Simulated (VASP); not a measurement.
# MgO (R-3m) in VASP: single point with PBE

Aim: the single point of MgO with PBE.

Program: VASP 6.6.1. These are calculated values, not measurements. Logs are shortened: lines on timing, memory, paths and dates and some standing lists are left out, and cuts for length are marked.

## (1) The cell of the first run

It takes space group R-3m (No. 166, trigonal). The conventional cell has a = 2.943 Å, b = 2.943 Å, c = 7.786 Å, α = 90.00°, β = 90.00°, γ = 120.00°. Mg (site symmetry -3m) has 6 O at 2.14 Å within 2.8 Å. O (site symmetry -3m) has 6 Mg at 2.14 Å within 2.8 Å.

## (2) Single point, PBE

Input file INCAR:

```
SYSTEM = MgO
ALGO     = Normal         ! electronic algorithm
EDIFF    = 1E-6           ! SCF threshold, eV
ENCUT    = 840            ! plane-wave cutoff, eV
GGA      = PE             ! functional
GGA_COMPAT= .False.      
ISIF     = 2              ! what is computed and relaxed
ISMEAR   = 0              ! smearing method
LASPH    = .True.         ! aspherical terms in the spheres
LCHARG   = .False.        ! write CHGCAR
LREAL    = .False.        ! projectors in reciprocal space
LWAVE    = .False.        ! write WAVECAR
NBANDS   = 15             ! bands
NELM     = 120            ! most SCF steps
PREC     = Accurate       ! precision mode
SIGMA    = 0.05           ! smearing width, eV
```

Input file KPOINTS:

```
k-points
0
Gamma
  10 10 10
  0 0 0
```

Input file POSCAR:

```
MgO
1.0
    0.1109905151      2.1920626730      2.1920626730
    2.1920626730      0.1109905151      2.1920626730
    2.1920626730      2.1920626730      0.1109905151
Mg O
1 1
Direct
    0.0000000000      0.0000000000      0.0000000000
    0.5000000000      0.5000000000      0.5000000000
```

Potentials or basis: VASP PAW PBE potentials, release 64 (Mg_sv, O).

On the command line:

```
> cat potpaw_PBE.64/Mg_sv/POTCAR potpaw_PBE.64/O/POTCAR > POTCAR
> mpirun -np 1 vasp_std > vasp.out
```

OUTCAR:

```text
SYSTEM = MgO
   EDIFF = 1E-6
   ENCUT = 840
   GGA = PE
   ISIF = 2
   ISMEAR = 0
   LASPH = .True.
   LREAL = .False.
   NELM = 120
   PREC = Accurate

 ion  position               nearest neighbor table
   1  0.000  0.000  0.000-
   2  0.500  0.500  0.500-

  LATTYP: Found a trigonal (rhomboedric) cell.
 ALAT       =     3.1020310152
 COS(alpha) =     0.5499279885

  Lattice vectors:

 A1 = (   0.1109905151,   2.1920626730,   2.1920626730)
 A2 = (   2.1920626730,   0.1109905151,   2.1920626730)
 A3 = (   2.1920626730,   2.1920626730,   0.1109905151)

Analysis of symmetry for initial positions (statically):
=====================================================================
 Subroutine PRICEL returns:
 Original cell was already a primitive cell.

 Routine SETGRP: Setting up the symmetry group for a
 trigonal (rhombohedral) supercell.

 Subroutine GETGRP returns: Found 12 space group operations
 (whereof 12 operations were pure point group operations)
 out of a pool of 12 trial point group operations.

The static configuration has the point symmetry D_3d.

Analysis of symmetry for dynamics (positions and initial velocities):
=====================================================================
 Subroutine PRICEL returns:
 Original cell was already a primitive cell.

 Routine SETGRP: Setting up the symmetry group for a
 trigonal (rhombohedral) supercell.

 Subroutine GETGRP returns: Found 12 space group operations
 (whereof 12 operations were pure point group operations)
 out of a pool of 12 trial point group operations.

The dynamic configuration has the point symmetry D_3d.

 Subroutine INISYM returns: Found 12 space group operations
 (whereof 12 operations are pure point group operations),
 and found     1 'primitive' translations

----------------------------------------------------------------------------------------

                                     Primitive cell

  volume of cell :      19.4677

  direct lattice vectors                    reciprocal lattice vectors
     0.110990515  2.192062673  2.192062673    -0.246193135  0.234328406  0.234328406
     2.192062673  0.110990515  2.192062673     0.234328406 -0.246193135  0.234328406
     2.192062673  2.192062673  0.110990515     0.234328406  0.234328406 -0.246193135

  length of vectors
     3.102031015  3.102031015  3.102031015     0.412832488  0.412832488  0.412832488

  position of ions in fractional coordinates (direct lattice)
     0.000000000  0.000000000  0.000000000
     0.500000000  0.500000000  0.500000000

  ion indices of the primitive-cell ions
   primitive index   ion index
                 1           1
                 2           2

----------------------------------------------------------------------------------------

 KPOINTS: k-points

Automatic generation of k-mesh.
 Grid dimensions read from file:
 generate k-points for:   10   10   10

 Generating k-lattice:

  Cartesian coordinates                     Fractional coordinates (reciprocal lattice)
    -0.024619314  0.023432841  0.023432841     0.100000000  0.000000000 -0.000000000
     0.023432841 -0.024619314  0.023432841     0.000000000  0.100000000 -0.000000000
     0.023432841  0.023432841 -0.024619314     0.000000000  0.000000000  0.100000000

  Length of vectors
     0.041283249  0.041283249  0.041283249

  Shift w.r.t. Gamma in fractional coordinates (k-lattice)
     0.000000000  0.000000000  0.000000000

 Subroutine IBZKPT returns following result:
 ===========================================

 Found    116 irreducible k-points:

 Following reciprocal coordinates:
            Coordinates               Weight
  0.000000  0.000000  0.000000      1.000000
  0.100000  0.000000  0.000000      6.000000
  0.200000  0.000000  0.000000      6.000000
  0.300000 -0.000000 -0.000000      6.000000
  0.400000  0.000000  0.000000      6.000000
  0.500000  0.000000  0.000000      3.000000
[... 16 lines left out ...]
  0.300000  0.300000  0.000000      6.000000
  0.400000  0.300000  0.000000     12.000000
 [... further k-points ...]
   k-points           NKPTS =    116   k-points in BZ     NKDIM =    116   number of bands    NBANDS=     15
   number of dos      NEDOS =    301   number of ions     NIONS =      2
   total plane-waves  NPLWV =  27000
   dimension x,y,z NGX =    30 NGY =   30 NGZ =   30
   dimension x,y,z NGXF=    60 NGYF=   60 NGZF=   60
   ions per type =               1   1
   NGX,Y,Z   is equivalent  to a cutoff of  16.08, 16.08, 16.08 a.u.
   NGXF,Y,Z  is equivalent  to a cutoff of  32.16, 32.16, 32.16 a.u.
 SYSTEM =  MgO
   PREC   = accura    normal or accurate (medium, high low for compatibility)
   ISTART =      0    job   : 0-new  1-cont  2-samecut
   ICHARG =      2    charge: 1-file 2-atom 10-const
   ISPIN  =      1    spin polarized calculation?
   LNONCOLLINEAR =      F non collinear calculations
   LSORBIT =      F    spin-orbit coupling
   LASPH  =      T    aspherical Exc in radial PAW
   ENCUT  =  840.0 eV  61.74 Ry    7.86 a.u.   7.33  7.33  7.33*2*pi/ulx,y,z
   NELM   =    120;   NELMIN=  2; NELMDL= -5     # of ELM steps
   EDIFF  = 0.1E-05   stopping-criterion for ELM
   LREAL  =      F    real-space projection
   EDIFFG = 0.1E-04   stopping-criterion for IOM
   NSW    =      0    number of steps for IOM
   IBRION =     -1    ionic relax: 0-MD 1-quasi-New 2-CG
   NFREE  =      0    steps in history (QN), initial steepest desc. (CG)
   ISIF   =      2    stress and relaxation
   ISYM   =      2    0-nonsym 1-usesym 2-fastsym
   POTIM  = 0.5000    time-step for ionic-motion
   TEBEG  =    0.0;   TEEND  =   0.0 temperature during run
   PSTRESS=    0.0 pullay stress
   NELECT =      16.0000    total number of electrons
   NUPDOWN=      -1.0000    fix difference up-down
   EMIN   =  10.00;   EMAX   =-10.00  energy-range for DOS
   EFERMI =   0.00;   METHOD = LEGACY
   ISMEAR =     0;   SIGMA  =   0.05  broadening in eV -4-tet -1-fermi 0-gaus
   EFERMI_NEDOS =   21; number of points for ismear=-14 and -15
   IALGO  =     38    algorithm
   IMIX   =      4    mixing-type and parameters
     AMIX     =   0.40;   BMIX     =  1.00
     AMIX_MAG =   1.60;   BMIX_MAG =  1.00
  volume/ion in A,a.u.               =       9.73        65.69
  Fermi-wavevector in a.u.,A,eV,Ry     =   1.533474  2.897846 31.994681  2.351543
  Thomas-Fermi vector in A             =   2.640536
   LORBIT       =      0    0 simple, 1 ext, 2 COOP (PROOUT), +10 PAW based schemes
   GGA     = PE    functional components
   LHFCALC =     F    Hartree Fock is set to
   AEXX    =    0.0000 exact exchange contribution
   IVDW    =     0    specifies the selected vdW correction
   LEPSILON=     F    determine dielectric tensor
   LRPA    =     F    only Hartree local field effects (RPA)
 non-spin polarized calculation
 Gauss-broadening in eV      SIGMA  =   0.05
  energy-cutoff  :      840.00
  volume of cell :       19.47
 maximum number of plane-waves:      1089
 NGX is ok and might be reduce to    30
   NGX = 15   NGY = 15   NGZ = 15

 number of electron      16.0000000 magnetization

 Free energy of the ion-electron system (eV)
  ---------------------------------------------------
  ext. energy  EPLUGINS =         0.00000000
  ---------------------------------------------------
  free energy    TOTEN  =       -11.81267849 eV

  energy without entropy =      -11.81267849  energy(sigma->0) =      -11.81267849

 E-fermi :   3.2974     XC(G=0): -11.1895

 val. band max:        2.8591734588   @ k =   0.0000   0.0000   0.0000
 cond. band min:       6.8864870678   @ k =   0.0000   0.0000   0.0000
 fundamental gap:      4.0273136091
 Fermi energy:         3.2973620735

 k-point     1 :       0.0000    0.0000    0.0000
  band No.  band energies     occupation
      1     -69.8206      2.00000
      2     -36.5596      2.00000
      3     -36.5596      2.00000
      4     -36.5281      2.00000
      5     -14.3971      2.00000
      6       2.2480      2.00000
      7       2.8592      2.00000
      8       2.8592      2.00000
      9       6.8865      0.00000
     10      16.9659      0.00000
     11      18.9381      0.00000
     12      18.9381      0.00000
     13      21.8098      0.00000
     14      23.8340      0.00000
     15      23.8340      0.00000

 k-point     2 :       0.1000    0.0000    0.0000
  band No.  band energies     occupation
      1     -69.8198      2.00000
      2     -36.5671      2.00000
      3     -36.5607      2.00000
      4     -36.5288      2.00000
      5     -14.2910      2.00000
      6       2.0272      2.00000
      7       2.3644      2.00000
      8       2.7866      2.00000
      9       7.5204      0.00000
     10      16.9058      0.00000
     11      17.8015      0.00000
     12      19.1173      0.00000
     13      22.5349      0.00000
     14      23.2222      0.00000
     15      23.6631      0.00000

 k-point     3 :       0.2000    0.0000    0.0000
  band No.  band energies     occupation
      1     -69.8179      2.00000
      2     -36.5869      2.00000
      3     -36.5638      2.00000
      4     -36.5304      2.00000
      5     -14.0004      2.00000
      6       0.8417      2.00000
      7       2.1085      2.00000
      8       2.6029      2.00000
      9       8.6947      0.00000
     10      15.6115      0.00000
     11      18.0269      0.00000
     12      19.3435      0.00000
     13      21.6246      0.00000
     14      22.8597      0.00000
     15      24.1561      0.00000

 k-point     4 :       0.3000   -0.0000   -0.0000
  band No.  band energies     occupation
      1     -69.8154      2.00000
      2     -36.6115      2.00000
      3     -36.5676      2.00000
      4     -36.5321      2.00000
      5     -13.6103      2.00000
      6      -0.4237      2.00000
      7       1.9245      2.00000
      8       2.3872      2.00000
      9       9.6171      0.00000
     10      14.8438      0.00000
     11      18.2213      0.00000
     12      19.1479      0.00000
     13      21.7926      0.00000
     14      23.5556      0.00000
     15      23.6666      0.00000
[... 307 lines left out ...]
 k-point    22 :      -0.2000    0.2000    0.0000
  band No.  band energies     occupation
      1     -69.8144      2.00000
      2     -36.6122      2.00000
      3     -36.5780      2.00000
      4     -36.5316      2.00000
      5     -13.4866      2.00000
      6      -0.2964      2.00000
      7       1.4421      2.00000
      8       2.0766      2.00000
      9      10.5322      0.00000
     10      14.2782      0.00000
     11      17.1962      0.00000
     12      19.4953      0.00000
     13      20.3092      0.00000
     14      24.1274      0.00000
     15      26.3658      0.00000

 k-point    23 :       0.3000    0.3000    0.0000
  band No.  band energies     occupation
      1     -69.8143      2.00000
      2     -36.6044      2.00000
      3     -36.5751      2.00000
      4     -36.5442      2.00000
      5     -13.4654      2.00000
      6      -0.3870      2.00000
      7       1.4983      2.00000
      8       2.0375      2.00000
      9      10.9180      0.00000
     10      13.0622      0.00000
     11      16.6235      0.00000
     12      19.6822      0.00000
     13      20.6046      0.00000
     14      26.3517      0.00000
     15      28.7109      0.00000

 k-point    24 :       0.4000    0.3000    0.0000
  band No.  band energies     occupation
      1     -69.8128      2.00000
      2     -36.6138      2.00000
      3     -36.5811      2.00000
      4     -36.5463      2.00000
      5     -13.2328      2.00000
      6      -0.7576      2.00000
      7       1.3458      2.00000
      8       1.6617      2.00000
      9      11.4452      0.00000
     10      13.0242      0.00000
     11      15.7925      0.00000
     12      19.8894      0.00000
     13      20.9555      0.00000
     14      26.9010      0.00000
     15      28.4448      0.00000

 [... further k-points ...]

------------------------ aborting loop because EDIFF is reached ----------------------------------------

  FORCE on cell =-STRESS in cart. coord.  units (eV):
  Direction    XX          YY          ZZ          XY          YZ          ZX
  --------------------------------------------------------------------------------------
  -------------------------------------------------------------------------------------
  Total       -0.1921862     -0.1921862     -0.1921862     -0.9626312     -0.9626312     -0.9626312
  in kB      -15.8167601    -15.8167601    -15.8167601    -79.2237436    -79.2237436    -79.2237436
  external PRESSURE =     -15.8167601 kB  Pullay stress =       0.0000000 kB

 VOLUME and BASIS-vectors are now :
 -----------------------------------------------------------------------------
  energy-cutoff  :      840.00
  volume of cell :       19.47
      direct lattice vectors                 reciprocal lattice vectors
     0.110990515  2.192062673  2.192062673    -0.246193135  0.234328406  0.234328406
     2.192062673  0.110990515  2.192062673     0.234328406 -0.246193135  0.234328406
     2.192062673  2.192062673  0.110990515     0.234328406  0.234328406 -0.246193135

 POSITION                                       TOTAL-FORCE (eV/Angst)
 -----------------------------------------------------------------------------------
      0.00000      0.00000      0.00000         0.000000      0.000000     -0.000000
      2.24756      2.24756      2.24756        -0.000000     -0.000000      0.000000
 -----------------------------------------------------------------------------------
    total drift:                                0.000000      0.000000      0.000000

  FREE ENERGIE OF THE ION-ELECTRON SYSTEM (eV)
  ---------------------------------------------------
  free  energy   TOTEN  =       -11.8126784893 eV

  energy  without entropy=      -11.8126784893  energy(sigma->0) =      -11.81267849
```

It took 27 s on 1 thread of Intel Xeon 6975P-C (Granite Rapids), shared host; peak memory 0.2 GiB.

What came out:

- Free energy: -11.8127 eV
- Pressure: -1.6 GPa
- Band gap on the k mesh: 4.03 eV

Levels at points of the mesh, in eV from the valence-band top:
```tsv
k point	band 6	band 7	band 8	band 9	band 10	band 11
(0.00, 0.00, 0.00)	-0.61	0.00	0.00	4.03	14.11	16.08
(0.50, 0.00, 0.00)	-4.55	-1.12	-0.70	7.19	12.12	15.00
(0.50, 0.50, 0.00)	-4.10	-1.78	-1.19	8.43	9.77	12.31
(0.50, 0.50, 0.50)	-4.94	-0.49	-0.49	7.95	11.07	16.79
```
